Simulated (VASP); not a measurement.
# Co (P6_3/mmc) in VASP: further runs

The runs below take Co through single point, with PBEsol.

Program: VASP 6.6.1. These are calculated values, not measurements. Logs are shortened: lines on timing, memory, paths and dates and some standing lists are left out, and cuts for length are marked.

**1. The cell of the first run**

It takes space group P6_3/mmc (No. 194, hexagonal). The conventional cell has a = 2.431 Å, b = 2.431 Å, c = 3.491 Å, α = 90.00°, β = 90.00°, γ = 120.00°. Co (site symmetry -6m2) has 12 Co at 2.24 to 2.43 Å within 3.0 Å.

**2. Single point, PBEsol, collinear spin, ferromagnetic start**

INCAR reads:

```
PREC     = Accurate       # precision mode
ENCUT    = 520            # plane-wave cutoff, eV
EDIFF    = 1E-6           # SCF threshold, eV
ISMEAR   = 0              # smearing method
SIGMA    = 0.15           # smearing width, eV
LREAL    = False          # projectors in reciprocal space
LASPH    = True           # aspherical terms in the spheres
NELM     = 150            # most SCF steps
ALGO     = Fast           # electronic algorithm
ISIF     = 2              # what is computed and relaxed
LWAVE    = False          # write WAVECAR
LCHARG   = False          # write CHGCAR
ISPIN    = 2              # spin polarisation
MAGMOM   = 1.79 1.79      # initial moments
LORBIT   = 11             # projections on sites
LMAXMIX  = 4              # l up to which the mixer works
GGA      = PS             # functional
NBANDS   = 20             # bands
```

KPOINTS reads:

```
regular mesh
0
Gamma
  21 21 12
```

POSCAR reads:

```
Co
1.0
    2.4310000000      0.0000000000      0.0000000000
   -1.2155000000      2.1053077566      0.0000000000
    0.0000000000      0.0000000000      3.4913000000
Co
2
Direct
    0.3333333333      0.6666666667      0.2500000000
    0.6666666667      0.3333333333      0.7500000000
```

Potentials or basis: VASP PAW PBE potentials, release 64 (Co).

Started as:

```sh
cat potpaw_PBE.64/Co/POTCAR > POTCAR
mpirun -np 1 vasp_std > vasp.out
```

OUTCAR:

```text
PREC = Accurate
   ENCUT = 520
   EDIFF = 1E-6
   ISMEAR = 0
   LREAL = False
   LASPH = True
   NELM = 150
   ISIF = 2
   ISPIN = 2
   LORBIT = 11
   GGA = PS

 ion  position               nearest neighbor table
   1  0.333  0.667  0.250-   2 2.24   2 2.24   2 2.24   2 2.24   2 2.24   2 2.24
   2  0.667  0.333  0.750-   1 2.24   1 2.24   1 2.24   1 2.24   1 2.24   1 2.24

  LATTYP: Found a hexagonal cell.
 ALAT       =     2.4310000000
 C/A-ratio  =     1.4361579597

  Lattice vectors:

 A1 = (   2.4310000000,   0.0000000000,   0.0000000000)
 A2 = (  -1.2155000000,   2.1053077566,   0.0000000000)
 A3 = (   0.0000000000,   0.0000000000,   3.4913000000)

Analysis of symmetry for initial positions (statically):
=====================================================================
 Subroutine PRICEL returns:
 Original cell was already a primitive cell.

 Routine SETGRP: Setting up the symmetry group for a
 hexagonal supercell.

 Subroutine GETGRP returns: Found 24 space group operations
 (whereof 12 operations were pure point group operations)
 out of a pool of 24 trial point group operations.

The static configuration has the point symmetry D_3d.
 The point group associated with its full space group is D_6h.

Analysis of symmetry for dynamics (positions and initial velocities):
=====================================================================
 Subroutine PRICEL returns:
 Original cell was already a primitive cell.

 Routine SETGRP: Setting up the symmetry group for a
 hexagonal supercell.

 Subroutine GETGRP returns: Found 24 space group operations
 (whereof 12 operations were pure point group operations)
 out of a pool of 24 trial point group operations.

The dynamic configuration has the point symmetry D_3d.
 The point group associated with its full space group is D_6h.

Analysis of structural, dynamic, and magnetic symmetry:
=====================================================================
 Subroutine PRICEL returns:
 Original cell was already a primitive cell.

 Routine SETGRP: Setting up the symmetry group for a
 hexagonal supercell.

 Subroutine GETGRP returns: Found 24 space group operations
 (whereof 12 operations were pure point group operations)
 out of a pool of 24 trial point group operations.

The overall configuration has the point symmetry D_3d.
 The point group associated with its full space group is D_6h.

 Subroutine INISYM returns: Found 24 space group operations
 (whereof 12 operations are pure point group operations),
 and found     1 'primitive' translations

----------------------------------------------------------------------------------------

                                     Primitive cell

  volume of cell :      17.8685

  direct lattice vectors                    reciprocal lattice vectors
     2.431000000  0.000000000  0.000000000     0.411353353  0.237494969  0.000000000
    -1.215500000  2.105307757  0.000000000     0.000000000  0.474989938  0.000000000
     0.000000000  0.000000000  3.491300000     0.000000000  0.000000000  0.286426260

  length of vectors
     2.431000000  2.431000000  3.491300000     0.474989938  0.474989938  0.286426260

  position of ions in fractional coordinates (direct lattice)
     0.333333333  0.666666667  0.250000000
     0.666666667  0.333333333  0.750000000

  ion indices of the primitive-cell ions
   primitive index   ion index
                 1           1
                 2           2

----------------------------------------------------------------------------------------

 KPOINTS: regular mesh

Automatic generation of k-mesh.
 Grid dimensions read from file:
 generate k-points for:   21   21   12

 Generating k-lattice:

  Cartesian coordinates                     Fractional coordinates (reciprocal lattice)
     0.019588255  0.011309284  0.000000000     0.047619048  0.000000000  0.000000000
     0.000000000  0.022618568  0.000000000     0.000000000  0.047619048  0.000000000
     0.000000000  0.000000000  0.023868855     0.000000000  0.000000000  0.083333333

  Length of vectors
     0.022618568  0.022618568  0.023868855

  Shift w.r.t. Gamma in fractional coordinates (k-lattice)
     0.000000000  0.000000000  0.000000000

 Subroutine IBZKPT returns following result:
 ===========================================

 Found    336 irreducible k-points:

 Following reciprocal coordinates:
            Coordinates               Weight
  0.000000  0.000000  0.000000      1.000000
  0.047619  0.000000  0.000000      6.000000
  0.095238  0.000000  0.000000      6.000000
  0.142857  0.000000  0.000000      6.000000
  0.190476  0.000000  0.000000      6.000000
  0.238095  0.000000  0.000000      6.000000
[... 16 lines left out ...]
  0.142857  0.095238  0.000000     12.000000
  0.190476  0.095238  0.000000     12.000000
 [... further k-points ...]
   k-points           NKPTS =    336   k-points in BZ     NKDIM =    336   number of bands    NBANDS=     20
   number of dos      NEDOS =    301   number of ions     NIONS =      2
   total plane-waves  NPLWV =   9072
   dimension x,y,z NGX =    18 NGY =   18 NGZ =   28
   dimension x,y,z NGXF=    36 NGYF=   36 NGZF=   56
   ions per type =               2
   NGX,Y,Z   is equivalent  to a cutoff of  12.31, 12.31, 13.33 a.u.
   NGXF,Y,Z  is equivalent  to a cutoff of  24.62, 24.62, 26.67 a.u.
 SYSTEM =  unknown system
   PREC   = accura    normal or accurate (medium, high low for compatibility)
   ISTART =      0    job   : 0-new  1-cont  2-samecut
   ICHARG =      2    charge: 1-file 2-atom 10-const
   ISPIN  =      2    spin polarized calculation?
   LNONCOLLINEAR =      F non collinear calculations
   LSORBIT =      F    spin-orbit coupling
   LASPH  =      T    aspherical Exc in radial PAW
   ENCUT  =  520.0 eV  38.22 Ry    6.18 a.u.   4.52  4.52  6.49*2*pi/ulx,y,z
   NELM   =    150;   NELMIN=  2; NELMDL= -5     # of ELM steps
   EDIFF  = 0.1E-05   stopping-criterion for ELM
   LREAL  =      F    real-space projection
   EDIFFG = 0.1E-04   stopping-criterion for IOM
   NSW    =      0    number of steps for IOM
   IBRION =     -1    ionic relax: 0-MD 1-quasi-New 2-CG
   NFREE  =      0    steps in history (QN), initial steepest desc. (CG)
   ISIF   =      2    stress and relaxation
   ISYM   =      2    0-nonsym 1-usesym 2-fastsym
   POTIM  = 0.5000    time-step for ionic-motion
   TEBEG  =    0.0;   TEEND  =   0.0 temperature during run
   PSTRESS=    0.0 pullay stress
   NELECT =      18.0000    total number of electrons
   NUPDOWN=      -1.0000    fix difference up-down
   EMIN   =  10.00;   EMAX   =-10.00  energy-range for DOS
   EFERMI =   0.00;   METHOD = LEGACY
   ISMEAR =     0;   SIGMA  =   0.15  broadening in eV -4-tet -1-fermi 0-gaus
   EFERMI_NEDOS =   21; number of points for ismear=-14 and -15
   IALGO  =     68    algorithm
   IMIX   =      4    mixing-type and parameters
     AMIX     =   0.40;   BMIX     =  1.00
     AMIX_MAG =   1.60;   BMIX_MAG =  1.00
  volume/ion in A,a.u.               =       8.93        60.29
  Fermi-wavevector in a.u.,A,eV,Ry     =   1.641105  3.101239 36.643569  2.693226
  Thomas-Fermi vector in A             =   2.731631
   LORBIT       =     11    0 simple, 1 ext, 2 COOP (PROOUT), +10 PAW based schemes
   GGA     = PS    functional components
   LHFCALC =     F    Hartree Fock is set to
   AEXX    =    0.0000 exact exchange contribution
   IVDW    =     0    specifies the selected vdW correction
   LEPSILON=     F    determine dielectric tensor
   LRPA    =     F    only Hartree local field effects (RPA)
 spin polarized calculation
 RMM-DIIS sequential band-by-band and
 Gauss-broadening in eV      SIGMA  =   0.15
  energy-cutoff  :      520.00
  volume of cell :       17.87
 maximum number of plane-waves:       504
 NGX is ok and might be reduce to    18
   NGX =  9   NGY =  9   NGZ = 13

 number of electron      17.9999985 magnetization       2.3641377

 Free energy of the ion-electron system (eV)
  ---------------------------------------------------
  ext. energy  EPLUGINS =         0.00000000
  ---------------------------------------------------
  free energy    TOTEN  =       -14.87969186 eV

  energy without entropy =      -14.85270548  energy(sigma->0) =      -14.86619867

 E-fermi :  13.1774     XC(G=0): -14.7628

 val. band max:       13.1774281448   @ k =   0.1905   0.1429   0.0833
 cond. band min:      13.1777178687   @ k =   0.1429   0.1429   0.1667
 fundamental gap:      0.0002897239
 Fermi energy:        13.1774414799

 spin component 1

 k-point     1 :       0.0000    0.0000    0.0000
  band No.  band energies     occupation
      1       2.9811      1.00000
      2       6.9287      1.00000
      3      10.2370      1.00000
      4      10.2370      1.00000
      5      10.7238      1.00000
      6      10.7238      1.00000
[... 12 lines left out ...]
     19      40.0817      0.00000
     20      43.3433      0.00000

 k-point     2 :       0.0476    0.0000    0.0000
  band No.  band energies     occupation
      1       3.0668      1.00000
      2       6.9746      1.00000
      3      10.1451      1.00000
      4      10.2825      1.00000
      5      10.6847      1.00000
      6      10.6896      1.00000
[... 12 lines left out ...]
     19      41.7489      0.00000
     20      43.1838      0.00000
[... 465 lines left out ...]
      3       9.2589      1.00000
      4       9.6658      1.00000
      5      10.2202      1.00000
      6      10.7252      1.00000
[... 12 lines left out ...]
     19      40.0556      0.00000
     20      44.3984      0.00000

 k-point    24 :       0.1905    0.0952    0.0000
  band No.  band energies     occupation
      1       5.1644      1.00000
      2       7.7662      1.00000
      3       9.0370      1.00000
      4       9.2249      1.00000
      5      10.0732      1.00000
      6      10.7489      1.00000
[... 12 lines left out ...]
     19      40.2452      0.00000
     20      42.7850      0.00000

 [... further k-points ...]

 spin component 2

 k-point     1 :       0.0000    0.0000    0.0000
  band No.  band energies     occupation
      1       3.0533      1.00000
      2       7.7559      1.00000
      3      11.4585      1.00000
      4      11.4585      1.00000
      5      11.8522      1.00000
      6      11.8522      1.00000
[... 12 lines left out ...]
     19      40.4216      0.00000
     20      43.2866      0.00000

 k-point     2 :       0.0476    0.0000    0.0000
  band No.  band energies     occupation
      1       3.1394      1.00000
      2       7.8056      1.00000
      3      11.3583      1.00000
      4      11.5072      1.00000
      5      11.8080      1.00000
      6      11.8150      1.00000
[... 12 lines left out ...]
     19      42.0179      0.00000
     20      43.1477      0.00000
[... 465 lines left out ...]
      3      10.3519      1.00000
      4      10.5760      1.00000
      5      11.2946      1.00000
      6      11.9565      1.00000
[... 12 lines left out ...]
     19      40.2456      0.00000
     20      44.8192      0.00000

 k-point    24 :       0.1905    0.0952    0.0000
  band No.  band energies     occupation
      1       5.2706      1.00000
      2       8.6858      1.00000
      3      10.0796      1.00000
      4      10.0962      1.00000
      5      11.1346      1.00000
      6      11.9679      1.00000
[... 12 lines left out ...]
     19      40.4413      0.00000
     20      43.1948      0.00000

 [... further k-points ...]
[... 5 lines left out ...]
  --------------------------------------------------------------------------------------
  -------------------------------------------------------------------------------------
  Total        3.8376471      3.8376471      9.0979845     -0.0000000      0.0000000      0.0000000
  in kB      344.1025583    344.1025583    815.7706115     -0.0000000      0.0000000      0.0000000
  external PRESSURE =     501.3252427 kB  Pullay stress =       0.0000000 kB

 VOLUME and BASIS-vectors are now :
 -----------------------------------------------------------------------------
  energy-cutoff  :      520.00
  volume of cell :       17.87
      direct lattice vectors                 reciprocal lattice vectors
     2.431000000  0.000000000  0.000000000     0.411353353  0.237494969  0.000000000
    -1.215500000  2.105307757  0.000000000     0.000000000  0.474989938  0.000000000
     0.000000000  0.000000000  3.491300000     0.000000000  0.000000000  0.286426260

 POSITION                                       TOTAL-FORCE (eV/Angst)
 -----------------------------------------------------------------------------------
     -0.00000      1.40354      0.87282         0.000000      0.000000      0.000000
      1.21550      0.70177      2.61848        -0.000000     -0.000000      0.000000
 -----------------------------------------------------------------------------------
    total drift:                               -0.000000      0.000000     -0.000000

  FREE ENERGIE OF THE ION-ELECTRON SYSTEM (eV)
  ---------------------------------------------------
  free  energy   TOTEN  =       -14.8796918558 eV

  energy  without entropy=      -14.8527054815  energy(sigma->0) =      -14.86619867

 total charge

# of ion       s       p       d       tot
------------------------------------------
    1        0.584   0.721   7.449   8.754
    2        0.584   0.721   7.449   8.754
--------------------------------------------------
tot          1.168   1.443  14.898  17.509

 magnetization (x)

# of ion       s       p       d       tot
------------------------------------------
    1       -0.014  -0.045   1.224   1.166
    2       -0.014  -0.045   1.224   1.166
--------------------------------------------------
tot         -0.027  -0.089   2.448   2.331
```

It took 2.2 min on 1 thread of Intel Xeon 6975P-C (Granite Rapids), shared host; peak memory 0.27 GiB.

What came out:

```yaml
Free_energy: -14.8797 eV
Pressure: 50.1 GPa
Net_moment: 2.36 μB per cell
Site_moments: Co +1.17 μB
Valence_electrons_inside_the_program's_atomic_spheres: Co 8.75
```

Caveat: the PAW data sets were made with another functional, which shifts forces and pressure a little.

(Part 1 of 2 ends here.)
